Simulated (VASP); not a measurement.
Here is a VASP 6.6.1 calculation.

POSCAR

```
PtS2
1.0
    3.5240232584      0.0000000000      0.0000000000
   -1.7620116292      3.0518936653      0.0000000000
    0.0000000000      0.0000000000      5.5581361130
Pt S
1 2
Direct
    0.0000000000      0.0000000000      0.0000000000
    0.3333333333      0.6666666667      0.2204225226
    0.6666666667      0.3333333333      0.7795774774
```

INCAR.step1

```
SYSTEM = PtS2
PREC = Accurate ; ENCUT = 550
ISMEAR = 0 ; SIGMA = 0.05
LREAL = .FALSE. ; LASPH = .TRUE.
NELM = 120 ; GGA = PE
ALGO = Normal ; EDIFF = 1E-5
LWAVE = .TRUE. ; LCHARG = .FALSE.
GGA_COMPAT = .FALSE. ; IBRION = 2
ISIF = 3 ; EDIFFG = -0.005
NELMIN = 4 ; NSW = 100
```

File INCAR.step2:

```
SYSTEM = PtS2
PREC = Accurate ; ENCUT = 550
EDIFF = 1E-7 ; ISMEAR = 0
SIGMA = 0.05 ; LREAL = .FALSE.
LASPH = .TRUE. ; NELM = 120
ALGO = Normal ; ISIF = 4
LWAVE = .FALSE. ; LCHARG = .FALSE.
METAGGA = R2SCAN ; LMIXTAU = .TRUE.
IBRION = 2 ; NSW = 60
EDIFFG = -0.01 ; ISTART = 1
GGA_COMPAT = .FALSE. ; NELMIN = 4
```

The input KPOINTS:

```
Automatic mesh
0
G
  8 8 4
  0 0 0
```

Potentials or basis: VASP PAW PBE potentials, release 64 (Pt, S).

Run with:

```sh
$ cat potpaw_PBE.64/Pt/POTCAR potpaw_PBE.64/S/POTCAR > POTCAR
$ cp INCAR.step1 INCAR
$ mpirun -np 1 vasp_std > vasp.out
$ cp INCAR.step2 INCAR
$ mpirun -np 1 vasp_std > vasp.out
```

Question: Estimate the band gap on the k mesh.

Answer: 1.28 eV (least direct gap 1.31 eV).

Final structure:
```
CELL_PARAMETERS angstrom
3.54843 0.00000 0.00000
-1.77422 3.07303 0.00000
0.00000 0.00000 5.48193
ATOMIC_POSITIONS crystal
Pt 0.00000 0.00000 0.00000
S 0.33333 0.66667 0.22460
S 0.66667 0.33333 0.77540
```

Caveat: spin-orbit coupling is left out, which moves the levels of the heavy elements. A k mesh can miss the band edges.
